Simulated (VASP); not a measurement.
# CsAg2 (P6/mmm) in VASP: further runs, part 2 of 2

VASP 6.6.1. The steps go on from the part before.

**3. Single point, PBE**

This run uses another cell than the first one, of 37.90 Å³/atom.

Contents of INCAR:

```
SYSTEM = CsAg2
  ALGO = Normal
  EDIFF = 1E-6
  ENCUT = 520
  GGA = PE
  ISIF = 2
  ISMEAR = 0
  LASPH = .TRUE.
  LCHARG = .TRUE.
  LELF = .TRUE.
  LREAL = .FALSE.
  LVHAR = .TRUE.
  LWAVE = .FALSE.
  NBANDS = 22
  NELM = 80
  PREC = Accurate
  SIGMA = 0.1
```

Contents of KPOINTS:

```
k-points
0
G
  6 6 4
  0 0 0
```

Contents of POSCAR:

```
CsAg2
1.0
    5.6314628800      0.0000000000      0.0000000000
   -2.8157314400      4.8769899200      0.0000000000
    0.0000000000      0.0000000000      4.1403588300
Cs Ag
1 2
Direct
    0.0000000000      0.0000000000      0.5000000000
    0.3333333300      0.6666666700      0.0000000000
    0.6666666700      0.3333333300      0.0000000000
```

Potentials or basis: VASP PAW PBE potentials, release 64 (Cs_sv, Ag).

On the command line:

```sh
> cat potpaw_PBE.64/Cs_sv/POTCAR potpaw_PBE.64/Ag/POTCAR > POTCAR
> mpirun -np 1 vasp_std > vasp.out
```

OUTCAR:

```text
SYSTEM = CsAg2
   EDIFF = 1E-6
   ENCUT = 520
   GGA = PE
   ISIF = 2
   ISMEAR = 0
   LASPH = .TRUE.
   LREAL = .FALSE.
   NELM = 80
   PREC = Accurate

 ion  position               nearest neighbor table
   1  0.000  0.000  0.500-
   2  0.333  0.667  0.000-   3 3.25   3 3.25   3 3.25
   3  0.667  0.333  0.000-   2 3.25   2 3.25   2 3.25

  LATTYP: Found a hexagonal cell.
 ALAT       =     5.6314628800
 C/A-ratio  =     0.7352190573

  Lattice vectors:

 A1 = (   5.6314628800,   0.0000000000,   0.0000000000)
 A2 = (  -2.8157314400,   4.8769899200,   0.0000000000)
 A3 = (   0.0000000000,   0.0000000000,   4.1403588300)

Analysis of symmetry for initial positions (statically):
=====================================================================
 Subroutine PRICEL returns:
 Original cell was already a primitive cell.

 Routine SETGRP: Setting up the symmetry group for a
 hexagonal supercell.

 Subroutine GETGRP returns: Found 24 space group operations
 (whereof 24 operations were pure point group operations)
 out of a pool of 24 trial point group operations.

The static configuration has the point symmetry D_6h.

Analysis of symmetry for dynamics (positions and initial velocities):
=====================================================================
 Subroutine PRICEL returns:
 Original cell was already a primitive cell.

 Routine SETGRP: Setting up the symmetry group for a
 hexagonal supercell.

 Subroutine GETGRP returns: Found 24 space group operations
 (whereof 24 operations were pure point group operations)
 out of a pool of 24 trial point group operations.

The dynamic configuration has the point symmetry D_6h.

 Subroutine INISYM returns: Found 24 space group operations
 (whereof 24 operations are pure point group operations),
 and found     1 'primitive' translations

----------------------------------------------------------------------------------------

                                     Primitive cell

  volume of cell :     113.7132

  direct lattice vectors                    reciprocal lattice vectors
     5.631462880  0.000000000  0.000000000     0.177573753  0.102522254  0.000000000
    -2.815731440  4.876989920  0.000000000     0.000000000  0.205044508  0.000000000
     0.000000000  0.000000000  4.140358830     0.000000000  0.000000000  0.241524960

  length of vectors
     5.631462880  5.631462885  4.140358830     0.205044508  0.205044508  0.241524960

  position of ions in fractional coordinates (direct lattice)
     0.000000000  0.000000000  0.500000000
     0.333333330  0.666666670  0.000000000
     0.666666670  0.333333330  0.000000000

  ion indices of the primitive-cell ions
   primitive index   ion index
                 1           1
                 2           2
                 3           3

----------------------------------------------------------------------------------------

 KPOINTS: k-points

Automatic generation of k-mesh.
 Grid dimensions read from file:
 generate k-points for:    6    6    4

 Generating k-lattice:

  Cartesian coordinates                     Fractional coordinates (reciprocal lattice)
     0.029595626  0.017087042  0.000000000     0.166666667  0.000000000  0.000000000
     0.000000000  0.034174085  0.000000000     0.000000000  0.166666667  0.000000000
     0.000000000  0.000000000  0.060381240     0.000000000  0.000000000  0.250000000

  Length of vectors
     0.034174085  0.034174085  0.060381240

  Shift w.r.t. Gamma in fractional coordinates (k-lattice)
     0.000000000  0.000000000  0.000000000

 Subroutine IBZKPT returns following result:
 ===========================================

 Found     21 irreducible k-points:

 Following reciprocal coordinates:
            Coordinates               Weight
  0.000000  0.000000  0.000000      1.000000
  0.166667  0.000000  0.000000      6.000000
  0.333333  0.000000  0.000000      6.000000
  0.500000 -0.000000  0.000000      3.000000
  0.166667  0.166667  0.000000      6.000000
  0.333333  0.166667  0.000000     12.000000
[... 13 lines left out ...]
  0.333333  0.166667  0.500000     12.000000
  0.333333  0.333333  0.500000      2.000000
   k-points           NKPTS =     21   k-points in BZ     NKDIM =     21   number of bands    NBANDS=     22
   number of dos      NEDOS =    301   number of ions     NIONS =      3
   total plane-waves  NPLWV =  56448
   dimension x,y,z NGX =    42 NGY =   42 NGZ =   32
   dimension x,y,z NGXF=    84 NGYF=   84 NGZF=   64
   ions per type =               1   2
   NGX,Y,Z   is equivalent  to a cutoff of  12.40, 12.40, 12.85 a.u.
   NGXF,Y,Z  is equivalent  to a cutoff of  24.80, 24.80, 25.70 a.u.
 SYSTEM =  CsAg2
   PREC   = accura    normal or accurate (medium, high low for compatibility)
   ISTART =      0    job   : 0-new  1-cont  2-samecut
   ICHARG =      2    charge: 1-file 2-atom 10-const
   ISPIN  =      1    spin polarized calculation?
   LNONCOLLINEAR =      F non collinear calculations
   LSORBIT =      F    spin-orbit coupling
   LASPH  =      T    aspherical Exc in radial PAW
   ENCUT  =  520.0 eV  38.22 Ry    6.18 a.u.  10.47 10.47  7.70*2*pi/ulx,y,z
   NELM   =     80;   NELMIN=  2; NELMDL= -5     # of ELM steps
   EDIFF  = 0.1E-05   stopping-criterion for ELM
   LREAL  =      F    real-space projection
   EDIFFG = 0.1E-04   stopping-criterion for IOM
   NSW    =      0    number of steps for IOM
   IBRION =     -1    ionic relax: 0-MD 1-quasi-New 2-CG
   NFREE  =      0    steps in history (QN), initial steepest desc. (CG)
   ISIF   =      2    stress and relaxation
   ISYM   =      2    0-nonsym 1-usesym 2-fastsym
   POTIM  = 0.5000    time-step for ionic-motion
   TEBEG  =    0.0;   TEEND  =   0.0 temperature during run
   PSTRESS=    0.0 pullay stress
   NELECT =      31.0000    total number of electrons
   NUPDOWN=      -1.0000    fix difference up-down
   EMIN   =  10.00;   EMAX   =-10.00  energy-range for DOS
   EFERMI =   0.00;   METHOD = LEGACY
   ISMEAR =     0;   SIGMA  =   0.10  broadening in eV -4-tet -1-fermi 0-gaus
   EFERMI_NEDOS =   21; number of points for ismear=-14 and -15
   IALGO  =     38    algorithm
   IMIX   =      4    mixing-type and parameters
     AMIX     =   0.40;   BMIX     =  1.00
     AMIX_MAG =   1.60;   BMIX_MAG =  1.00
  volume/ion in A,a.u.               =      37.90       255.79
  Fermi-wavevector in a.u.,A,eV,Ry     =   1.061512  2.005967 15.331159  1.126808
  Thomas-Fermi vector in A             =   2.196931
   LORBIT       =      0    0 simple, 1 ext, 2 COOP (PROOUT), +10 PAW based schemes
   GGA     = PE    functional components
   LHFCALC =     F    Hartree Fock is set to
   AEXX    =    0.0000 exact exchange contribution
   IVDW    =     0    specifies the selected vdW correction
   LEPSILON=     F    determine dielectric tensor
   LRPA    =     F    only Hartree local field effects (RPA)
 non-spin polarized calculation
 Gauss-broadening in eV      SIGMA  =   0.10
  energy-cutoff  :      520.00
  volume of cell :      113.71
 maximum number of plane-waves:      3112
 NGX is ok and might be reduce to    42
   NGX = 21   NGY = 21   NGZ = 15

 number of electron      31.0000009 magnetization

 Free energy of the ion-electron system (eV)
  ---------------------------------------------------
  ext. energy  EPLUGINS =         0.00000000
  ---------------------------------------------------
  free energy    TOTEN  =        -5.53650078 eV

  energy without entropy =       -5.52564682  energy(sigma->0) =       -5.53107380

 E-fermi :   2.2962     XC(G=0):  -8.3742

 val. band max:        2.2824574080   @ k =   0.3333   0.0000   0.2500
 cond. band min:       2.2985671584   @ k =   0.1667   0.1667   0.0000
 fundamental gap:      0.0161097504
 Fermi energy:         2.2962148801

 k-point     1 :       0.0000    0.0000    0.0000
  band No.  band energies     occupation
      1     -19.7128      2.00000
      2      -6.5658      2.00000
      3      -6.5658      2.00000
      4      -6.2339      2.00000
      5      -1.6550      2.00000
      6      -1.3636      2.00000
[... 14 lines left out ...]
     21       8.3686      0.00000
     22       8.3686      0.00000
[... 477 lines left out ...]
  band No.  band energies     occupation
      1     -19.6402      2.00000
      2      -7.0646      2.00000
      3      -6.5078      2.00000
      4      -6.5078      2.00000
      5      -1.6460      2.00000
      6      -1.5396      2.00000
[... 14 lines left out ...]
     21       7.8940      0.00000
     22       7.8940      0.00000

------------------------ aborting loop because EDIFF is reached ----------------------------------------

  FORCE on cell =-STRESS in cart. coord.  units (eV):
  Direction    XX          YY          ZZ          XY          YZ          ZX
  --------------------------------------------------------------------------------------
  -------------------------------------------------------------------------------------
  Total       -1.6391524     -1.6391524      0.6121504      0.0000000      0.0000000     -0.0000000
  in kB      -23.0950468    -23.0950469      8.6249710      0.0000000      0.0000000     -0.0000000
  external PRESSURE =     -12.5217076 kB  Pullay stress =       0.0000000 kB

 VOLUME and BASIS-vectors are now :
 -----------------------------------------------------------------------------
  energy-cutoff  :      520.00
  volume of cell :      113.71
      direct lattice vectors                 reciprocal lattice vectors
     5.631462880  0.000000000  0.000000000     0.177573753  0.102522254  0.000000000
    -2.815731440  4.876989920  0.000000000     0.000000000  0.205044508  0.000000000
     0.000000000  0.000000000  4.140358830     0.000000000  0.000000000  0.241524960

 POSITION                                       TOTAL-FORCE (eV/Angst)
 -----------------------------------------------------------------------------------
      0.00000      0.00000      2.07018         0.000000      0.000000      0.000000
     -0.00000      3.25133      0.00000         0.000000      0.000000     -0.000000
      2.81573      1.62566      0.00000        -0.000000     -0.000000      0.000000
 -----------------------------------------------------------------------------------
    total drift:                                0.000000     -0.000000      0.000000

  FREE ENERGIE OF THE ION-ELECTRON SYSTEM (eV)
  ---------------------------------------------------
  free  energy   TOTEN  =        -5.5365007770 eV

  energy  without entropy=       -5.5256468198  energy(sigma->0) =       -5.53107380
```

OSZICAR:

```text
N       E                     dE             d eps       ncg     rms          rms(c)
DAV:   1     0.184229332077E+03    0.18423E+03   -0.13533E+04   924   0.120E+03
DAV:   2     0.442557604732E+01   -0.17980E+03   -0.16767E+03  1016   0.248E+02
DAV:   3    -0.555356873174E+01   -0.99791E+01   -0.99087E+01  1122   0.566E+01
DAV:   4    -0.566156241038E+01   -0.10799E+00   -0.10792E+00   990   0.632E+00
DAV:   5    -0.566246020394E+01   -0.89779E-03   -0.89777E-03  1110   0.610E-01    0.243E+00
DAV:   6    -0.554028402894E+01    0.12218E+00   -0.57966E-01   972   0.535E+00    0.121E+00
DAV:   7    -0.553711155611E+01    0.31725E-02   -0.98484E-03   978   0.569E-01    0.724E-01
DAV:   8    -0.553627051758E+01    0.84104E-03   -0.97730E-03  1032   0.527E-01    0.646E-02
DAV:   9    -0.553647946401E+01   -0.20895E-03   -0.10152E-03   996   0.153E-01    0.313E-02
DAV:  10    -0.553650278291E+01   -0.23319E-04   -0.10657E-04  1044   0.516E-02    0.773E-03
DAV:  11    -0.553650137389E+01    0.14090E-05   -0.42836E-06  1018   0.826E-03    0.472E-03
DAV:  12    -0.553650077703E+01    0.59687E-06   -0.23339E-06   970   0.807E-03
   1 F= -.55365008E+01 E0= -.55310738E+01  d E =-.108540E-01
```

stdout:

```text
POSCAR found type information on POSCAR CsAg
 POSCAR found :  2 types and       3 ions
 scaLAPACK will be used
 LDA part: xc-table for (Slater+PW92), standard interpolation
 POSCAR, INCAR and KPOINTS ok, starting setup
 FFT: planning ... GRIDC
 FFT: planning ... GRID_SOFT
 FFT: planning ... GRID
 WAVECAR not read
 entering main loop
```

It took 37 s on 1 thread of Oxide Virtual Turin-like, shared host; peak memory 0.21 GiB.

What came out:

```yaml
Free_energy: -5.5365 eV
Pressure: -1.3 GPa
Band_gap_on_the_k_mesh: zero (an odd number of electrons rules out a gap without spin polarisation)
```

Stress tensor (GPa, compression positive):
```
-2.31  0.00  0.00
 0.00 -2.31  0.00
 0.00  0.00  0.86
```

Caveat: the k points lie up to 0.38 Å⁻¹ apart, too coarse for converged energies and pressures of a metal; spin-orbit coupling is left out, which moves the levels of the heavy elements.

The gap in the log of VASP goes by the Fermi energy; the results here count the filled bands.